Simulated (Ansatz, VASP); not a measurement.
Ge in VASP and in Ansatz

INCAR

```
SYSTEM = Ge
PREC = Accurate
ENCUT = 520
EDIFF = 1E-6
ISMEAR = 0
SIGMA = 0.15
LREAL = .FALSE.
LASPH = .TRUE.
NELM = 100
ALGO = Fast
ISIF = 2
LWAVE = .FALSE.
LCHARG = .FALSE.
GGA = PS
NBANDS = 21
```

Contents of KPOINTS:

```
regular mesh
0
G
  14 14 14
  0 0 0
```

Contents of POSCAR:

```
Ge
1.0
    0.0000000000      2.8378616879      2.8378616879
    2.8378616879      0.0000000000      2.8378616879
    2.8378616879      2.8378616879      0.0000000000
Ge
2
Direct
    0.5000000000      0.5000000000      0.4704002488
    0.7500000000      0.7500000000      0.7795997512
```

Input for Ansatz:

```yaml
crystal:
  lattice:
    - [0.0, 2.8378616879, 2.8378616879]
    - [2.8378616879, 0.0, 2.8378616879]
    - [2.8378616879, 2.8378616879, 0.0]
  atoms:
    - { symbol: Ge, position: [0.5, 0.5, 0.4704002488] }
    - { symbol: Ge, position: [0.75, 0.75, 0.7795997512] }
basis:
  ecutwfc: 420
kpoints:
  mp_grid: { grid: [14, 14, 14] }
hamiltonian:
  xc: pbesol
  pseudopotentials: { kind: paw, azcp: { folder: soft_1 } }
scf:
  occupations: { method: gaussian, width: 0.15 }
output:
  forces: true
  stress: true
  eigenvalues: true
```

Change from the starting cell: mode 4 frozen in at -0.084 Å and mode 5 at -0.084 Å (largest displacements).

Alike in both runs: task single point; functional PBEsol; k mesh 14 × 14 × 14; occupations gaussian, width 0.15 eV; no spin polarisation.

|  | VASP | Ansatz |
| --- | --- | --- |
| version | VASP 6.6.1 | Ansatz 0.2.0 |
| potentials or method | VASP PAW PBE potentials, release 64 (Ge_d), cutoff 520 eV | scalar-relativistic, plane waves, PAW |
| valence electrons in the cell | 28 | 28 |

|  | VASP | Ansatz | Ansatz less VASP |
| --- | --- | --- | --- |
| gap on the k mesh at the Fermi level (eV) | none | none | - |
| pressure (GPa) | 1.7 | 1.8 | +0.05 |
| traceless stress, the component that is largest in VASP (GPa) | -5.31 | -5.34 | -0.031 |
| rms of the force components (eV/Å) | 1.541 | 1.544 | +0.0027 |

VASP's potentials were made for PBE, not for PBEsol, and Ansatz warns of the same on its side. Atom by atom the forces differ by 0.003 eV/Å (rms over components). A gap of «none» marks a metal or a gap that the smearing closes.
